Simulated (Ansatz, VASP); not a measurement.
**Zr: VASP beside Ansatz**

```
CELL_PARAMETERS angstrom
3.25353 0.00000 0.00000
-1.62677 2.81764 0.00000
0.00000 0.00000 5.18927
ATOMIC_POSITIONS crystal
Zr 0.33333 0.66667 0.25000
Zr 0.66667 0.33333 0.75000
```

Alike in both runs: task single point; functional revPBE; k mesh 18 × 18 × 10; occupations fermi-dirac, width 0.05 eV; collinear spin.

|  | VASP | Ansatz |
| --- | --- | --- |
| version | VASP 6.6.1 | Ansatz 0.2.0 |
| potentials or method | VASP PAW PBE potentials, release 64 (Zr_sv), cutoff 520 eV | plane waves (420 eV) with PAW, scalar-relativistic |
| valence electrons in the cell | 24 | 24 |

|  | VASP | Ansatz | Ansatz less VASP |
| --- | --- | --- | --- |
| net moment per atom (μB) | 0.00 | 0.00 | 0.000 |

VASP's potentials were made for PBE, not for revPBE. The functional is the same, so the differences come from potentials, cutoffs and numerics. Ansatz's warnings: seeded moment not kept.
